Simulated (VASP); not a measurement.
# Cu12H in VASP: single point with PBE+D3(BJ)

Aim: the single point of Cu12H with PBE+D3(BJ).

All numbers are computed with VASP 6.6.1; they aren't measurements. Logs are shortened: lines on timing, memory, paths and dates and some standing lists are left out, and cuts for length are marked.

## Step 1: The cell of the first run

The cell holds a slab with vacuum, 13 atoms: a = 5.038 Å, b = 5.038 Å, c = 20.662 Å, α = 90.00°, β = 90.00°, γ = 90.00°.

## Step 2: Single point, PBE+D3(BJ)

File INCAR:

```
SYSTEM = Cu12H
PREC     = Accurate       ! precision mode
ENCUT    = 520            ! plane-wave cutoff, eV
EDIFF    = 1E-6           ! SCF threshold, eV
ISMEAR   = 0              ! smearing method
SIGMA    = 0.1            ! smearing width, eV
LREAL    = .FALSE.        ! projectors in reciprocal space
LASPH    = .TRUE.         ! aspherical terms in the spheres
NELM     = 60             ! most SCF steps
ALGO     = Normal         ! electronic algorithm
ISIF     = 2              ! what is computed and relaxed
LWAVE    = .FALSE.        ! write WAVECAR
LCHARG   = .FALSE.        ! write CHGCAR
LDIPOL   = .TRUE.       
IDIPOL   = 3            
DIPOL    = 0.5 0.5 0.295
GGA      = PE             ! functional
IVDW     = 12             ! dispersion correction
NBANDS   = 78             ! bands
```

File KPOINTS:

```
regular mesh
0
G
  5 5 1
  0 0 0
```

File POSCAR:

```
Cu12H
1.0
    5.0378287988      0.0000000000      0.0000000000
    0.0000000000      5.0378287988      0.0000000000
    0.0000000000      0.0000000000     20.6622829064
Cu H
12 1
Direct
    0.2500000000      0.2500000000      0.1935894508
    0.2500000000      0.7500000000      0.1935894508
    0.7500000000      0.2500000000      0.1935894508
    0.7500000000      0.7500000000      0.1935894508
    0.0000000000      0.0000000000      0.2797919997
    0.0000000000      0.5000000000      0.2797919997
    0.5000000000      0.0000000000      0.2797919997
    0.5000000000      0.5000000000      0.2797919997
    0.2500000000      0.2500000000      0.3659945486
    0.2500000000      0.7500000000      0.3659945486
    0.7500000000      0.2500000000      0.3659945486
    0.7500000000      0.7500000000      0.3659945486
    0.4166666667      0.4166666667      0.4724687466
```

Potentials or basis: VASP PAW PBE potentials, release 64 (Cu, H).

On the command line:

```console
$ cat potpaw_PBE.64/Cu/POTCAR potpaw_PBE.64/H/POTCAR > POTCAR
$ mpirun -np 1 vasp_std > vasp.out
```

OUTCAR:

```text
SYSTEM = Cu12H
   PREC = Accurate
   ENCUT = 520
   EDIFF = 1E-6
   ISMEAR = 0
   LREAL = .FALSE.
   LASPH = .TRUE.
   NELM = 60
   ISIF = 2
   GGA = PE
   IVDW = 12
 IVDW          = 12

 ion  position               nearest neighbor table
   1  0.250  0.250  0.194-   5 2.52   6 2.52   7 2.52   8 2.52   2 2.52   3 2.52   2 2.52   3 2.52

   2  0.250  0.750  0.194-   5 2.52   6 2.52   7 2.52   8 2.52   1 2.52   4 2.52   1 2.52   4 2.52

   3  0.750  0.250  0.194-   5 2.52   6 2.52   7 2.52   8 2.52   1 2.52   4 2.52   4 2.52   1 2.52
[... 15 lines left out ...]
  11  0.750  0.250  0.366-   5 2.52   6 2.52   7 2.52   8 2.52   9 2.52  12 2.52  12 2.52   9 2.52

  12  0.750  0.750  0.366-   5 2.52   6 2.52   7 2.52   8 2.52  10 2.52  11 2.52  11 2.52  10 2.52

  13  0.417  0.417  0.472-

  LATTYP: Found a simple tetragonal cell.
 ALAT       =     5.0378287988
 C/A-ratio  =     4.1014261762

  Lattice vectors:

 A1 = (   5.0378287988,   0.0000000000,   0.0000000000)
 A2 = (   0.0000000000,   5.0378287988,   0.0000000000)
 A3 = (   0.0000000000,   0.0000000000,  20.6622829064)

Analysis of symmetry for initial positions (statically):
=====================================================================
 Subroutine PRICEL returns:
 Original cell was already a primitive cell.

 Routine SETGRP: Setting up the symmetry group for a
 simple tetragonal supercell.

 Subroutine GETGRP returns: Found  2 space group operations
 (whereof  2 operations were pure point group operations)
 out of a pool of 16 trial point group operations.

The static configuration has the point symmetry C_1h.

Analysis of symmetry for dynamics (positions and initial velocities):
=====================================================================
 Subroutine PRICEL returns:
 Original cell was already a primitive cell.

 Routine SETGRP: Setting up the symmetry group for a
 simple tetragonal supercell.

 Subroutine GETGRP returns: Found  2 space group operations
 (whereof  2 operations were pure point group operations)
 out of a pool of 16 trial point group operations.

The dynamic configuration has the point symmetry C_1h.

 Subroutine INISYM returns: Found  2 space group operations
 (whereof  2 operations are pure point group operations),
 and found     1 'primitive' translations

----------------------------------------------------------------------------------------

                                     Primitive cell

  volume of cell :     524.4029

  direct lattice vectors                    reciprocal lattice vectors
     5.037828799  0.000000000  0.000000000     0.198498210  0.000000000  0.000000000
     0.000000000  5.037828799  0.000000000     0.000000000  0.198498210  0.000000000
     0.000000000  0.000000000 20.662282906     0.000000000  0.000000000  0.048397363

  length of vectors
     5.037828799  5.037828799 20.662282906     0.198498210  0.198498210  0.048397363

  position of ions in fractional coordinates (direct lattice)
     0.250000000  0.250000000  0.193589451
     0.250000000  0.750000000  0.193589451
     0.750000000  0.250000000  0.193589451
     0.750000000  0.750000000  0.193589451
     0.000000000  0.000000000  0.279792000
     0.000000000  0.500000000  0.279792000
     0.500000000  0.000000000  0.279792000
     0.500000000  0.500000000  0.279792000
     0.250000000  0.250000000  0.365994549
     0.250000000  0.750000000  0.365994549
     0.750000000  0.250000000  0.365994549
     0.750000000  0.750000000  0.365994549
     0.416666667  0.416666667  0.472468747

  ion indices of the primitive-cell ions
   primitive index   ion index
                 1           1
                 2           2
                 3           3
                 4           4
                 5           5
                 6           6
                 7           7
                 8           8
                 9           9
                10          10
                11          11
                12          12
                13          13

----------------------------------------------------------------------------------------

 KPOINTS: regular mesh

Automatic generation of k-mesh.
 Grid dimensions read from file:
 generate k-points for:    5    5    1

 Generating k-lattice:

  Cartesian coordinates                     Fractional coordinates (reciprocal lattice)
     0.039699642  0.000000000  0.000000000     0.200000000  0.000000000  0.000000000
     0.000000000  0.039699642  0.000000000     0.000000000  0.200000000  0.000000000
     0.000000000  0.000000000  0.048397363     0.000000000  0.000000000  1.000000000

  Length of vectors
     0.039699642  0.039699642  0.048397363

  Shift w.r.t. Gamma in fractional coordinates (k-lattice)
     0.000000000  0.000000000  0.000000000

 Subroutine IBZKPT returns following result:
 ===========================================

 Found      9 irreducible k-points:

 Following reciprocal coordinates:
            Coordinates               Weight
  0.000000  0.000000  0.000000      1.000000
  0.200000  0.000000  0.000000      4.000000
  0.400000  0.000000  0.000000      4.000000
  0.200000  0.200000  0.000000      2.000000
 -0.200000  0.200000  0.000000      2.000000
  0.400000  0.200000  0.000000      4.000000
 -0.200000  0.400000  0.000000      4.000000
  0.400000  0.400000  0.000000      2.000000
 -0.400000  0.400000  0.000000      2.000000
   k-points           NKPTS =      9   k-points in BZ     NKDIM =      9   number of bands    NBANDS=     78
   number of dos      NEDOS =    301   number of ions     NIONS =     13
   total plane-waves  NPLWV = 256000
   dimension x,y,z NGX =    40 NGY =   40 NGZ =  160
   dimension x,y,z NGXF=    80 NGYF=   80 NGZF=  320
   ions per type =              12   1
   NGX,Y,Z   is equivalent  to a cutoff of  13.20, 13.20, 12.87 a.u.
   NGXF,Y,Z  is equivalent  to a cutoff of  26.40, 26.40, 25.75 a.u.
 SYSTEM =  Cu12H
   PREC   = accura    normal or accurate (medium, high low for compatibility)
   ISTART =      0    job   : 0-new  1-cont  2-samecut
   ICHARG =      2    charge: 1-file 2-atom 10-const
   ISPIN  =      1    spin polarized calculation?
   LNONCOLLINEAR =      F non collinear calculations
   LSORBIT =      F    spin-orbit coupling
   LASPH  =      T    aspherical Exc in radial PAW
   ENCUT  =  520.0 eV  38.22 Ry    6.18 a.u.   9.37  9.37 38.42*2*pi/ulx,y,z
   NELM   =     60;   NELMIN=  2; NELMDL= -5     # of ELM steps
   EDIFF  = 0.1E-05   stopping-criterion for ELM
   LREAL  =      F    real-space projection
   EDIFFG = 0.1E-04   stopping-criterion for IOM
   NSW    =      0    number of steps for IOM
   IBRION =     -1    ionic relax: 0-MD 1-quasi-New 2-CG
   NFREE  =      0    steps in history (QN), initial steepest desc. (CG)
   ISIF   =      2    stress and relaxation
   ISYM   =      2    0-nonsym 1-usesym 2-fastsym
   POTIM  = 0.5000    time-step for ionic-motion
   TEBEG  =    0.0;   TEEND  =   0.0 temperature during run
   PSTRESS=    0.0 pullay stress
   NELECT =     133.0000    total number of electrons
   NUPDOWN=      -1.0000    fix difference up-down
   EMIN   =  10.00;   EMAX   =-10.00  energy-range for DOS
   EFERMI =   0.00;   METHOD = LEGACY
   ISMEAR =     0;   SIGMA  =   0.10  broadening in eV -4-tet -1-fermi 0-gaus
   EFERMI_NEDOS =   21; number of points for ismear=-14 and -15
   IALGO  =     38    algorithm
   IMIX   =      4    mixing-type and parameters
     AMIX     =   0.40;   BMIX     =  1.00
     AMIX_MAG =   1.60;   BMIX_MAG =  1.00
  volume/ion in A,a.u.               =      40.34       272.22
  Fermi-wavevector in a.u.,A,eV,Ry     =   1.036264  1.958255 14.610517  1.073843
  Thomas-Fermi vector in A             =   2.170646
   LORBIT       =      0    0 simple, 1 ext, 2 COOP (PROOUT), +10 PAW based schemes
   GGA     = PE    functional components
   LHFCALC =     F    Hartree Fock is set to
   AEXX    =    0.0000 exact exchange contribution
   IVDW    =    12    specifies the selected vdW correction
   LEPSILON=     F    determine dielectric tensor
   LRPA    =     F    only Hartree local field effects (RPA)
 non-spin polarized calculation
 Gauss-broadening in eV      SIGMA  =   0.10
  energy-cutoff  :      520.00
  volume of cell :      524.40
 maximum number of plane-waves:     14177
 NGX is ok and might be reduce to    40
   NGX = 19   NGY = 19   NGZ = 77

 dipolmoment           0.000000      0.000000     -0.114751 electrons x Angstroem

 number of electron     132.9999975 magnetization

 dipolmoment           0.000000      0.000000      0.178433 electrons x Angstroem

 Free energy of the ion-electron system (eV)
  ---------------------------------------------------
  ext. energy  EPLUGINS =         0.00000000
  ---------------------------------------------------
  free energy    TOTEN  =       -41.85595741 eV

  energy without entropy =      -41.83773691  energy(sigma->0) =      -41.84684716

 E-fermi :  -1.6126     XC(G=0):  -4.4789

 val. band max:       -1.6367923373   @ k =   0.0000   0.0000   0.0000
 cond. band min:      -1.5695288486   @ k =   0.0000   0.0000   0.0000
 fundamental gap:      0.0672634887
 Fermi energy:        -1.6125751246

 k-point     1 :       0.0000    0.0000    0.0000
  band No.  band energies     occupation
      1     -10.1997      2.00000
      2      -7.6457      2.00000
      3      -6.5932      2.00000
      4      -6.5899      2.00000
      5      -6.4361      2.00000
      6      -6.3462      2.00000
[... 718 lines left out ...]
     77       4.5794      0.00000
     78       4.5836      0.00000

------------------------ aborting loop because EDIFF is reached ----------------------------------------

 vacuum level on the upper side and lower side of the slab       (xc-potential included)         0.460        -0.766

 Edisp (eV)   -4.47664

 E8    (eV) :    -2.0096

  FORCE on cell =-STRESS in cart. coord.  units (eV):
  Direction    XX          YY          ZZ          XY          YZ          ZX
  --------------------------------------------------------------------------------------
  -------------------------------------------------------------------------------------
  Total      -5.37335    -5.37335    -2.95696    -0.01972    -0.29058    -0.29058
  in kB     -16.41689   -16.41689    -9.03423    -0.06026    -0.88779    -0.88779
  external pressure =      -13.96 kB  Pullay stress =        0.00 kB

 VOLUME and BASIS-vectors are now :
 -----------------------------------------------------------------------------
  energy-cutoff  :      520.00
  volume of cell :      524.40
      direct lattice vectors                 reciprocal lattice vectors
     5.037828799  0.000000000  0.000000000     0.198498210  0.000000000  0.000000000
     0.000000000  5.037828799  0.000000000     0.000000000  0.198498210  0.000000000
     0.000000000  0.000000000 20.662282906     0.000000000  0.000000000  0.048397363

 POSITION                                       TOTAL-FORCE (eV/Angst)
 -----------------------------------------------------------------------------------
      1.25946      1.25946      4.00000         0.032517      0.032517     -0.023377
      1.25946      3.77837      4.00000         0.030959     -0.031989     -0.037365
      3.77837      1.25946      4.00000        -0.031989      0.030959     -0.037365
      3.77837      3.77837      4.00000        -0.030317     -0.030317     -0.049904
      0.00000      0.00000      5.78114         0.048758      0.048758      0.116962
      0.00000      2.51891      5.78114        -0.014681     -0.042799     -0.046341
      2.51891      0.00000      5.78114        -0.042799     -0.014681     -0.046341
      2.51891      2.51891      5.78114         0.013598      0.013598     -0.115458
      1.25946      1.25946      7.56228         0.266991      0.266991      0.943809
      1.25946      3.77837      7.56228         0.071119     -0.181098      0.385513
      3.77837      1.25946      7.56228        -0.181098      0.071119      0.385513
      3.77837      3.77837      7.56228        -0.036853     -0.036853      0.130154
      2.09910      2.09910      9.76228        -0.126205     -0.126205     -1.605801
 -----------------------------------------------------------------------------------
    total drift:                               -0.000062     -0.000062     -0.000882

  FREE ENERGIE OF THE ION-ELECTRON SYSTEM (eV)
  ---------------------------------------------------
  free  energy   TOTEN  =       -46.3326016518 eV

  energy  without entropy=      -46.3143811597  energy(sigma->0) =      -46.32349141

 vacuum level on the upper side and lower side of the slab         4.026         2.766
```

Run time: 14 min. Hardware: 1 thread of Intel Xeon Platinum 8488C (Sapphire Rapids), shared host; peak memory 0.65 GiB.

What came out:

| Property | Result |
| --- | --- |
| Free energy | -46.3326 eV |
| Largest force | 1.616 eV/Å |
| Band gap on the k mesh | zero (an odd number of electrons rules out a gap without spin polarisation) |
| Dispersion energy per atom | -0.344 eV |

Forces in eV/Å, atoms in the order of the input:
```
Cu   0.033  0.033 -0.023
Cu   0.031 -0.032 -0.037
Cu  -0.032  0.031 -0.037
Cu  -0.030 -0.030 -0.050
Cu   0.049  0.049  0.117
Cu  -0.015 -0.043 -0.046
Cu  -0.043 -0.015 -0.046
Cu   0.014  0.014 -0.115
Cu   0.267  0.267  0.944
Cu   0.071 -0.181  0.386
Cu  -0.181  0.071  0.386
Cu  -0.037 -0.037  0.130
H   -0.126 -0.126 -1.606
```
